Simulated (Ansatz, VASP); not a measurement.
## One calculation of HfO2, two programs

Contents of INCAR:

```
SYSTEM = HfO2
ALGO = Normal ; DIPOL = 0.5 0.5 0.426
EDIFF = 1E-7 ; ENCUT = 520
GGA = PE ; IDIPOL = 3
ISIF = 2 ; ISMEAR = 0
IVDW = 12 ; LASPH = .True.
LCHARG = .False. ; LDIPOL = .True.
LREAL = Auto ; LWAVE = .False.
NBANDS = 106 ; NELM = 80
PREC = Accurate ; SIGMA = 0.05
```

KPOINTS

```
k-points
0
Gamma
  2 3 1
  0 0 0
```

Contents of POSCAR:

```
HfO2
1.0
    7.1741418983      0.0000000000      0.0000000000
    0.0000000000      5.0728843854      0.0000000000
    0.0000000000      0.0000000000     25.1319064237
Hf O
8 16
Direct
    0.2500000000      0.5000000000      0.3183204595
    0.7500000000      0.5000000000      0.3183204595
    0.5000000000      0.0000000000      0.3896853390
    0.0000000000      0.0000000000      0.3896853390
    0.7506430457      0.5014262016      0.4684938573
    0.2495078680      0.5015396937      0.4684572467
    0.0002389798      0.0041175917      0.5265233100
    0.5001993965     -0.0005476520      0.5244885205
    0.5000000000      0.7500000000      0.3183204595
    0.0000000000      0.7500000000      0.3183204595
    0.5000000000      0.2500000000      0.3183204595
    0.0000000000      0.2500000000      0.3183204595
    0.7500000000      0.2500000000      0.3896853390
    0.2500000000      0.2500000000      0.3896853390
    0.7500000000      0.7500000000      0.3896853390
    0.2500000000      0.7500000000      0.3896853390
    0.0000558729      0.7515309210      0.4632461962
    0.5001108353      0.7496414324      0.4613327742
    0.0001023625      0.2559992250      0.4626430232
    0.5000870278      0.2546084172      0.4624369176
    0.2490947719      0.2429137029      0.5356241180
    0.7511514176      0.2430898684      0.5356305034
    0.2553441955      0.7591581002      0.5343829807
    0.7448174649      0.7591792731      0.5344370622
```

Input for Ansatz:

```yaml
crystal:
  lattice:
    - [7.1741418983, 0.0, 0.0]
    - [0.0, 5.0728843854, 0.0]
    - [0.0, 0.0, 25.1319064237]
  atoms:
    - { symbol: Hf, position: [0.25, 0.5, 0.3183204595] }
    - { symbol: Hf, position: [0.75, 0.5, 0.3183204595] }
    - { symbol: O, position: [0.5, 0.75, 0.3183204595] }
    - { symbol: O, position: [0.0, 0.75, 0.3183204595] }
    - { symbol: O, position: [0.5, 0.25, 0.3183204595] }
    - { symbol: O, position: [0.0, 0.25, 0.3183204595] }
    - { symbol: Hf, position: [0.5, 0.0, 0.389685339] }
    - { symbol: Hf, position: [0.0, 0.0, 0.389685339] }
    - { symbol: O, position: [0.75, 0.25, 0.389685339] }
    - { symbol: O, position: [0.25, 0.25, 0.389685339] }
    - { symbol: O, position: [0.75, 0.75, 0.389685339] }
    - { symbol: O, position: [0.25, 0.75, 0.389685339] }
    - { symbol: Hf, position: [0.7506430457, 0.5014262016, 0.4684938573] }
    - { symbol: Hf, position: [0.249507868, 0.5015396937, 0.4684572467] }
    - { symbol: O, position: [5.58729e-05, 0.751530921, 0.4632461962] }
    - { symbol: O, position: [0.5001108353, 0.7496414324, 0.4613327742] }
    - { symbol: O, position: [0.0001023625, 0.255999225, 0.4626430232] }
    - { symbol: O, position: [0.5000870278, 0.2546084172, 0.4624369176] }
    - { symbol: Hf, position: [0.0002389798, 0.0041175917, 0.52652331] }
    - { symbol: Hf, position: [0.5001993965, -0.000547652, 0.5244885205] }
    - { symbol: O, position: [0.2490947719, 0.2429137029, 0.535624118] }
    - { symbol: O, position: [0.7511514176, 0.2430898684, 0.5356305034] }
    - { symbol: O, position: [0.2553441955, 0.7591581002, 0.5343829807] }
    - { symbol: O, position: [0.7448174649, 0.7591792731, 0.5344370622] }
basis:
  ecutwfc: 420
kpoints:
  mp_grid: { grid: [2, 3, 1] }
hamiltonian:
  xc: pbe
  dispersion: d3bj
scf:
  occupations: { method: gaussian, width: 0.05 }
output:
  forces: true
  eigenvalues: true
  write_density: true
  volumetric_format: npy
efield:
  axis: 3
  dipole_correction: true
  ramp_width: 0.04
```

Alike in both runs: task single point; functional PBE; dispersion D3(BJ); k mesh 2 × 3 × 1; occupations gaussian, width 0.05 eV; no spin polarisation.

|  | VASP | Ansatz |
| --- | --- | --- |
| version | VASP 6.6.1 | Ansatz 0.2.0 |
| potentials or method | VASP PAW PBE potentials, release 64 (Hf_pv, O), cutoff 520 eV | scalar-relativistic, plane waves, PAW |
| valence electrons in the cell | 176 | 304 |

Ansatz gave:

| Property | Result |
| --- | --- |
| gap on the k mesh at the Fermi level (eV) | 1.67 |
| least direct gap on the mesh (eV) | 1.67 |
| rms of the force components (eV/Å) | 0.983 |

Q: What did VASP give for the same quantities?

A: gap on the k mesh at the Fermi level (eV): 1.65; least direct gap on the mesh (eV): 1.65; rms of the force components (eV/Å): 1.010.

VASP's potentials hold 176 valence electrons a cell and Ansatz's 304, so a difference there can come from the potentials and not from the codes.

The k mesh is coarse, so the values compare programs but aren't converged. Spin-orbit coupling is off throughout.
